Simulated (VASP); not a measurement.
# Al (Fm-3m) in VASP: single point with LDA

Aim: the single point of Al with LDA.

Program: VASP 6.6.1. These are calculated values, not measurements. Logs are shortened: lines on timing, memory, paths and dates and some standing lists are left out, and cuts for length are marked.

## (1) The cell of the first run

The structure is cubic, space group Fm-3m (No. 225). The conventional cell has a = 3.984 Å, b = 3.984 Å, c = 3.984 Å, α = 90.00°, β = 90.00°, γ = 90.00°. Within 3.7 Å of Al (site symmetry m-3m) lie 12 Al at 2.82 Å.

## (2) Single point, LDA

Input file INCAR:

```
SYSTEM = Al
PREC = Accurate
ENCUT = 500
EDIFF = 1E-6
ISMEAR = 0
SIGMA = 0.1
LREAL = .False.
LASPH = .True.
NELM = 120
ALGO = Normal
ISIF = 2
LWAVE = .False.
LCHARG = .False.
NBANDS = 8
GGA_COMPAT = .False.
```

Input file KPOINTS:

```
Automatic mesh
0
Gamma
  18 18 18
  0 0 0
```

Input file POSCAR:

```
Al
1.0
    0.0000000000      1.9917993763      1.9917993763
    1.9917993763      0.0000000000      1.9917993763
    1.9917993763      1.9917993763      0.0000000000
Al
1
Direct
    0.0000000000      0.0000000000      0.0000000000
```

Potentials or basis: VASP PAW LDA potentials, release 64 (Al).

Run with:

```sh
> cat potpaw_LDA.64/Al/POTCAR > POTCAR
> mpirun -np 1 vasp_std > vasp.out
```

OUTCAR:

```text
SYSTEM = Al
   PREC = Accurate
   ENCUT = 500
   EDIFF = 1E-6
   ISMEAR = 0
   LREAL = .False.
   LASPH = .True.
   NELM = 120
   ISIF = 2

 ion  position               nearest neighbor table
   1  0.000  0.000  0.000-

  LATTYP: Found a face centered cubic cell.
 ALAT       =     3.9835987526

  Lattice vectors:

 A1 = (   0.0000000000,   1.9917993763,   1.9917993763)
 A2 = (   1.9917993763,   0.0000000000,   1.9917993763)
 A3 = (   1.9917993763,   1.9917993763,   0.0000000000)

Analysis of symmetry for initial positions (statically):
=====================================================================
 Subroutine PRICEL returns:
 Original cell was already a primitive cell.

 Routine SETGRP: Setting up the symmetry group for a
 face centered cubic supercell.

 Subroutine GETGRP returns: Found 48 space group operations
 (whereof 48 operations were pure point group operations)
 out of a pool of 48 trial point group operations.

The static configuration has the point symmetry O_h .

Analysis of symmetry for dynamics (positions and initial velocities):
=====================================================================
 Subroutine PRICEL returns:
 Original cell was already a primitive cell.

 Routine SETGRP: Setting up the symmetry group for a
 face centered cubic supercell.

 Subroutine GETGRP returns: Found 48 space group operations
 (whereof 48 operations were pure point group operations)
 out of a pool of 48 trial point group operations.

The dynamic configuration has the point symmetry O_h .

 Subroutine INISYM returns: Found 48 space group operations
 (whereof 48 operations are pure point group operations),
 and found     1 'primitive' translations

----------------------------------------------------------------------------------------

                                     Primitive cell

  volume of cell :      15.8040

  direct lattice vectors                    reciprocal lattice vectors
     0.000000000  1.991799376  1.991799376    -0.251029298  0.251029298  0.251029298
     1.991799376  0.000000000  1.991799376     0.251029298 -0.251029298  0.251029298
     1.991799376  1.991799376  0.000000000     0.251029298  0.251029298 -0.251029298

  length of vectors
     2.816829691  2.816829691  2.816829691     0.434795499  0.434795499  0.434795499

  position of ions in fractional coordinates (direct lattice)
     0.000000000  0.000000000  0.000000000

  ion indices of the primitive-cell ions
   primitive index   ion index
                 1           1

----------------------------------------------------------------------------------------

 KPOINTS: Automatic mesh

Automatic generation of k-mesh.
 Grid dimensions read from file:
 generate k-points for:   18   18   18

 Generating k-lattice:

  Cartesian coordinates                     Fractional coordinates (reciprocal lattice)
    -0.013946072  0.013946072  0.013946072     0.055555556  0.000000000  0.000000000
     0.013946072 -0.013946072  0.013946072     0.000000000  0.055555556  0.000000000
     0.013946072  0.013946072 -0.013946072     0.000000000  0.000000000  0.055555556

  Length of vectors
     0.024155306  0.024155306  0.024155306

  Shift w.r.t. Gamma in fractional coordinates (k-lattice)
     0.000000000  0.000000000  0.000000000

 Subroutine IBZKPT returns following result:
 ===========================================

 Found    195 irreducible k-points:

 Following reciprocal coordinates:
            Coordinates               Weight
  0.000000  0.000000  0.000000      1.000000
  0.055556  0.000000  0.000000      8.000000
  0.111111  0.000000  0.000000      8.000000
  0.166667  0.000000  0.000000      8.000000
  0.222222  0.000000  0.000000      8.000000
  0.277778  0.000000  0.000000      8.000000
[... 16 lines left out ...]
 -0.277778  0.055556  0.000000     24.000000
 -0.222222  0.055556  0.000000     24.000000
 [... further k-points ...]
   k-points           NKPTS =    195   k-points in BZ     NKDIM =    195   number of bands    NBANDS=      8
   number of dos      NEDOS =    301   number of ions     NIONS =      1
   total plane-waves  NPLWV =  13824
   dimension x,y,z NGX =    24 NGY =   24 NGZ =   24
   dimension x,y,z NGXF=    48 NGYF=   48 NGZF=   48
   ions per type =               1
   NGX,Y,Z   is equivalent  to a cutoff of  14.16, 14.16, 14.16 a.u.
   NGXF,Y,Z  is equivalent  to a cutoff of  28.33, 28.33, 28.33 a.u.
 SYSTEM =  Al
   PREC   = accura    normal or accurate (medium, high low for compatibility)
   ISTART =      0    job   : 0-new  1-cont  2-samecut
   ICHARG =      2    charge: 1-file 2-atom 10-const
   ISPIN  =      1    spin polarized calculation?
   LNONCOLLINEAR =      F non collinear calculations
   LSORBIT =      F    spin-orbit coupling
   LASPH  =      T    aspherical Exc in radial PAW
   ENCUT  =  500.0 eV  36.75 Ry    6.06 a.u.   5.14  5.14  5.14*2*pi/ulx,y,z
   NELM   =    120;   NELMIN=  2; NELMDL= -5     # of ELM steps
   EDIFF  = 0.1E-05   stopping-criterion for ELM
   LREAL  =      F    real-space projection
   EDIFFG = 0.1E-04   stopping-criterion for IOM
   NSW    =      0    number of steps for IOM
   IBRION =     -1    ionic relax: 0-MD 1-quasi-New 2-CG
   NFREE  =      0    steps in history (QN), initial steepest desc. (CG)
   ISIF   =      2    stress and relaxation
   ISYM   =      2    0-nonsym 1-usesym 2-fastsym
   POTIM  = 0.5000    time-step for ionic-motion
   TEBEG  =    0.0;   TEEND  =   0.0 temperature during run
   PSTRESS=    0.0 pullay stress
   NELECT =       3.0000    total number of electrons
   NUPDOWN=      -1.0000    fix difference up-down
   EMIN   =  10.00;   EMAX   =-10.00  energy-range for DOS
   EFERMI =   0.00;   METHOD = LEGACY
   ISMEAR =     0;   SIGMA  =   0.10  broadening in eV -4-tet -1-fermi 0-gaus
   EFERMI_NEDOS =   21; number of points for ismear=-14 and -15
   IALGO  =     38    algorithm
   IMIX   =      4    mixing-type and parameters
     AMIX     =   0.40;   BMIX     =  1.00
     AMIX_MAG =   1.60;   BMIX_MAG =  1.00
  volume/ion in A,a.u.               =      15.80       106.65
  Fermi-wavevector in a.u.,A,eV,Ry     =   0.940863  1.777973 12.044189  0.885223
  Thomas-Fermi vector in A             =   2.068317
   LORBIT       =      0    0 simple, 1 ext, 2 COOP (PROOUT), +10 PAW based schemes
   GGA     = CA    functional components
   LHFCALC =     F    Hartree Fock is set to
   AEXX    =    0.0000 exact exchange contribution
   IVDW    =     0    specifies the selected vdW correction
   LEPSILON=     F    determine dielectric tensor
   LRPA    =     F    only Hartree local field effects (RPA)
 non-spin polarized calculation
 Gauss-broadening in eV      SIGMA  =   0.10
  energy-cutoff  :      500.00
  volume of cell :       15.80
 maximum number of plane-waves:       412
 NGX is ok and might be reduce to    24
   NGX = 11   NGY = 11   NGZ = 11

 number of electron       3.0000000 magnetization

 Free energy of the ion-electron system (eV)
  ---------------------------------------------------
  ext. energy  EPLUGINS =         0.00000000
  ---------------------------------------------------
  free energy    TOTEN  =        -4.19015848 eV

  energy without entropy =       -4.18717049  energy(sigma->0) =       -4.18866449

 E-fermi :   8.2373     XC(G=0): -10.5040

 val. band max:        8.2191525541   @ k =  -0.2778   0.2778   0.0556
 cond. band min:       8.2442364688   @ k =  -0.4444   0.3333   0.1111
 fundamental gap:      0.0250839146
 Fermi energy:         8.2372802188

 k-point     1 :       0.0000    0.0000    0.0000
  band No.  band energies     occupation
      1      -3.1543      2.00000
      2      21.0522      0.00000
      3      21.0522      0.00000
      4      21.0522      0.00000
      5      22.7076      0.00000
      6      22.7076      0.00000
      7      22.7076      0.00000
      8      25.1746      0.00000

 k-point     2 :       0.0556    0.0000    0.0000
  band No.  band energies     occupation
      1      -3.0682      2.00000
      2      19.5493      0.00000
      3      20.7583      0.00000
      4      20.7583      0.00000
      5      23.1346      0.00000
      6      23.1346      0.00000
      7      23.2793      0.00000
      8      26.0516      0.00000

 k-point     3 :       0.1111    0.0000    0.0000
  band No.  band energies     occupation
      1      -2.8101      2.00000
      2      17.2974      0.00000
      3      20.2575      0.00000
      4      20.2575      0.00000
      5      23.3632      0.00000
      6      24.0036      0.00000
      7      24.0036      0.00000
      8      26.4599      0.00000

 k-point     4 :       0.1667    0.0000    0.0000
  band No.  band energies     occupation
      1      -2.3812      2.00000
      2      15.0208      0.00000
      3      19.8143      0.00000
      4      19.8143      0.00000
      5      23.2082      0.00000
      6      24.5949      0.00000
      7      24.5949      0.00000
      8      25.8301      0.00000

 k-point     5 :       0.2222    0.0000    0.0000
  band No.  band energies     occupation
      1      -1.7829      2.00000
      2      12.8181      0.00000
      3      19.4870      0.00000
      4      19.4870      0.00000
      5      23.0403      0.00000
      6      23.7924      0.00000
      7      23.7924      0.00000
      8      26.8003      0.00000
[... 177 lines left out ...]
 k-point    22 :      -0.3333    0.0556    0.0000
  band No.  band energies     occupation
      1       0.3325      2.00000
      2       8.1913      1.48434
      3      17.5456      0.00000
      4      20.4479      0.00000
      5      20.5248      0.00000
      6      21.9926      0.00000
      7      23.6275      0.00000
      8      26.5743      0.00000

 k-point    23 :      -0.2778    0.0556    0.0000
  band No.  band energies     occupation
      1      -0.6506      2.00000
      2      10.1157      0.00000
      3      17.5633      0.00000
      4      20.4848      0.00000
      5      21.3814      0.00000
      6      22.8729      0.00000
      7      23.5718      0.00000
      8      27.3791      0.00000

 k-point    24 :      -0.2222    0.0556    0.0000
  band No.  band energies     occupation
      1      -1.4705      2.00000
      2      12.1647      0.00000
      3      17.7273      0.00000
      4      20.6211      0.00000
      5      22.3905      0.00000
      6      23.5552      0.00000
      7      23.9365      0.00000
      8      26.1651      0.00000

 [... further k-points ...]

------------------------ aborting loop because EDIFF is reached ----------------------------------------

  FORCE on cell =-STRESS in cart. coord.  units (eV):
  Direction    XX          YY          ZZ          XY          YZ          ZX
  --------------------------------------------------------------------------------------
  -------------------------------------------------------------------------------------
  Total        0.0070009      0.0070009      0.0070009     -0.0000000     -0.0000000      0.0000000
  in kB        0.7097397      0.7097397      0.7097397     -0.0000000     -0.0000000      0.0000000
  external PRESSURE =       0.7097397 kB  Pullay stress =       0.0000000 kB

 VOLUME and BASIS-vectors are now :
 -----------------------------------------------------------------------------
  energy-cutoff  :      500.00
  volume of cell :       15.80
      direct lattice vectors                 reciprocal lattice vectors
     0.000000000  1.991799376  1.991799376    -0.251029298  0.251029298  0.251029298
     1.991799376  0.000000000  1.991799376     0.251029298 -0.251029298  0.251029298
     1.991799376  1.991799376  0.000000000     0.251029298  0.251029298 -0.251029298

 POSITION                                       TOTAL-FORCE (eV/Angst)
 -----------------------------------------------------------------------------------
      0.00000      0.00000      0.00000         0.000000      0.000000      0.000000
 -----------------------------------------------------------------------------------
    total drift:                                0.000000     -0.000000     -0.000000

  FREE ENERGIE OF THE ION-ELECTRON SYSTEM (eV)
  ---------------------------------------------------
  free  energy   TOTEN  =        -4.1901584841 eV

  energy  without entropy=       -4.1871704862  energy(sigma->0) =       -4.18866449
```

Wall time 14 s (1 thread of AMD EPYC 7R13 (Zen 3), shared host); peak memory 0.1 GiB.

What came out:

* Free energy: -4.1902 eV
* Pressure: 0.1 GPa
* Band gap on the k mesh: zero (an odd number of electrons rules out a gap without spin polarisation)

Levels at points of the mesh, in eV from the Fermi level:
```
           k point  band 1  band 2  band 3  band 4  band 5  band 6
(0.00, 0.00, 0.00)  -11.39   12.81   12.81   12.81   14.47   14.47
(0.50, 0.00, 0.00)   -4.71   -4.44   11.64   11.64   11.71   11.71
(0.50, 0.50, 0.00)   -2.99   -1.61    5.31    5.75    5.75    9.37
```
